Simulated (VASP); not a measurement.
# CoO (R-3m) in VASP: a series of runs, part 3 of 4

VASP 6.6.1.

## Step 4: Single point, PBEsol, collinear spin, ferromagnetic start (7.88 Å³/atom)

This run uses another cell than the first one, of 7.88 Å³/atom.

Contents of INCAR:

```
PREC     = Accurate       # precision mode
ENCUT    = 520            # plane-wave cutoff, eV
EDIFF    = 1E-6           # SCF threshold, eV
ISMEAR   = 0              # smearing method
SIGMA    = 0.1            # smearing width, eV
LREAL    = False          # projectors in reciprocal space
LASPH    = True           # aspherical terms in the spheres
NELM     = 150            # most SCF steps
ALGO     = Normal         # electronic algorithm
ISIF     = 2              # what is computed and relaxed
LWAVE    = False          # write WAVECAR
LCHARG   = True           # write CHGCAR
ISPIN    = 2              # spin polarisation
MAGMOM   = 2.55 0.32      # initial moments
LORBIT   = 11             # projections on sites
LMAXMIX  = 4              # l up to which the mixer works
GGA      = PS             # functional
LELF     = True           # ELF
LVHAR    = True         
NBANDS   = 18             # bands
```

Contents of KPOINTS:

```
regular mesh
0
Gamma
  18 18 18
```

Contents of POSCAR:

```
CoO
1.0
    1.4897924871      0.8601320935      2.0503730333
   -1.4897924871      0.8601320935      2.0503730333
    0.0000000000     -1.7202641869      2.0503730333
Co O
1 1
Direct
    0.0000000000      0.0000000000      0.0000000000
    0.5000000000      0.5000000000      0.5000000000
```

Potentials or basis: VASP PAW PBE potentials, release 64 (Co, O).

Started as:

```
$ cat potpaw_PBE.64/Co/POTCAR potpaw_PBE.64/O/POTCAR > POTCAR
$ mpirun -np 1 vasp_std > vasp.out
```

OUTCAR:

```text
PREC = Accurate
   ENCUT = 520
   EDIFF = 1E-6
   ISMEAR = 0
   LREAL = False
   LASPH = True
   NELM = 150
   ISIF = 2
   ISPIN = 2
   LORBIT = 11
   GGA = PS

 ion  position               nearest neighbor table
   1  0.000  0.000  0.000-   2 2.00   2 2.00   2 2.00   2 2.00   2 2.00   2 2.00
   2  0.500  0.500  0.500-   1 2.00   1 2.00   1 2.00   1 2.00   1 2.00   1 2.00

  LATTYP: Found a trigonal (rhomboedric) cell.
 ALAT       =     2.6764413778
 COS(alpha) =     0.3803219908

  Lattice vectors:

 A1 = (   1.4897924871,   0.8601320935,   2.0503730333)
 A2 = (  -1.4897924871,   0.8601320935,   2.0503730333)
 A3 = (   0.0000000000,  -1.7202641869,   2.0503730333)

Analysis of symmetry for initial positions (statically):
=====================================================================
 Subroutine PRICEL returns:
 Original cell was already a primitive cell.

 Routine SETGRP: Setting up the symmetry group for a
 trigonal (rhombohedral) supercell.

 Subroutine GETGRP returns: Found 12 space group operations
 (whereof 12 operations were pure point group operations)
 out of a pool of 12 trial point group operations.

The static configuration has the point symmetry D_3d.

Analysis of symmetry for dynamics (positions and initial velocities):
=====================================================================
 Subroutine PRICEL returns:
 Original cell was already a primitive cell.

 Routine SETGRP: Setting up the symmetry group for a
 trigonal (rhombohedral) supercell.

 Subroutine GETGRP returns: Found 12 space group operations
 (whereof 12 operations were pure point group operations)
 out of a pool of 12 trial point group operations.

The dynamic configuration has the point symmetry D_3d.

Analysis of structural, dynamic, and magnetic symmetry:
=====================================================================
 Subroutine PRICEL returns:
 Original cell was already a primitive cell.

 Routine SETGRP: Setting up the symmetry group for a
 trigonal (rhombohedral) supercell.

[... 141 lines left out ...]

 number of electron      15.0000002 magnetization       2.0707948

 Free energy of the ion-electron system (eV)
  ---------------------------------------------------
  ext. energy  EPLUGINS =         0.00000000
  ---------------------------------------------------
  free energy    TOTEN  =       -13.85786184 eV

  energy without entropy =      -13.84513178  energy(sigma->0) =      -13.85149681

 E-fermi :  10.8303     XC(G=0): -13.9004

 val. band max:       10.8295082390   @ k =   0.4444   0.4444   0.4444
 cond. band min:      10.8306436541   @ k =   0.3333   0.0000  -0.0000
 fundamental gap:      0.0011354151
 Fermi energy:        10.8302583531

 spin component 1

 k-point     1 :       0.0000    0.0000    0.0000
  band No.  band energies     occupation
      1     -11.3742      1.00000
      2       6.4431      1.00000
      3       6.4431      1.00000
      4       7.2002      1.00000
      5       7.2002      1.00000
      6       7.4459      1.00000
[... 493 lines left out ...]
     17      40.8428      0.00000
     18      41.0891      0.00000

 [... further k-points ...]

 spin component 2

 k-point     1 :       0.0000    0.0000    0.0000
  band No.  band energies     occupation
      1     -11.0615      1.00000
      2       6.7762      1.00000
      3       6.7762      1.00000
      4       7.8575      1.00000
      5       8.6775      1.00000
      6       8.6775      1.00000
[... 493 lines left out ...]
     17      41.3320      0.00000
     18      41.5193      0.00000

 [... further k-points ...]
[... 5 lines left out ...]
  --------------------------------------------------------------------------------------
  -------------------------------------------------------------------------------------
  Total        2.5636551      2.5636551      2.5962949      0.0000000      0.0000000     -0.0000000
  in kB      260.5524199    260.5524199    263.8697139      0.0000000      0.0000000     -0.0000000
  external PRESSURE =     261.6581846 kB  Pullay stress =       0.0000000 kB

 VOLUME and BASIS-vectors are now :
 -----------------------------------------------------------------------------
  energy-cutoff  :      520.00
  volume of cell :       15.76
      direct lattice vectors                 reciprocal lattice vectors
     1.489792487  0.860132093  2.050373033     0.335617211  0.193768687  0.162572043
    -1.489792487  0.860132093  2.050373033    -0.335617211  0.193768687  0.162572043
     0.000000000 -1.720264187  2.050373033     0.000000000 -0.387537375  0.162572043

 POSITION                                       TOTAL-FORCE (eV/Angst)
 -----------------------------------------------------------------------------------
      0.00000      0.00000      0.00000         0.000000      0.000000      0.000000
      0.00000      0.00000      3.07556         0.000000     -0.000000     -0.000000
 -----------------------------------------------------------------------------------
    total drift:                               -0.000000     -0.000000      0.000000

  FREE ENERGIE OF THE ION-ELECTRON SYSTEM (eV)
  ---------------------------------------------------
  free  energy   TOTEN  =       -13.8578618408 eV

  energy  without entropy=      -13.8451317760  energy(sigma->0) =      -13.85149681

 total charge

# of ion       s       p       d       tot
------------------------------------------
    1        0.363   0.509   7.378   8.250
    2        1.559   3.466   0.000   5.025
--------------------------------------------------
tot          1.922   3.975   7.378  13.275

 magnetization (x)

# of ion       s       p       d       tot
------------------------------------------
    1        0.018   0.018   1.835   1.871
    2        0.031   0.138   0.000   0.169
--------------------------------------------------
tot          0.049   0.156   1.835   2.040
```

Wall time 2.3 min (1 thread of Intel Xeon 6975P-C (Granite Rapids), shared host); peak memory 0.34 GiB.

Results:

```yaml
Free_energy: -13.8579 eV
Pressure: 26.2 GPa
Net_moment: 2.07 μB per cell
Site_moments: Co +1.87; O +0.17 μB
Valence_electrons_inside_the_program's_atomic_spheres: Co 8.25; O 5.03
```

Caveat: the cell stands under pressure; the PAW data sets were made with another functional, which shifts forces and pressure a little; a cell with one magnetic atom can't hold antiferromagnetic order, which such compounds often take; semilocal functionals often make such compounds metallic where correlation or magnetic order opens a gap, which also shifts bond lengths. With open d or f shells a metallic result of PBEsol can be an artefact of self-interaction; +U or a hybrid may open a gap.

(Continued in part 4 of 4.)
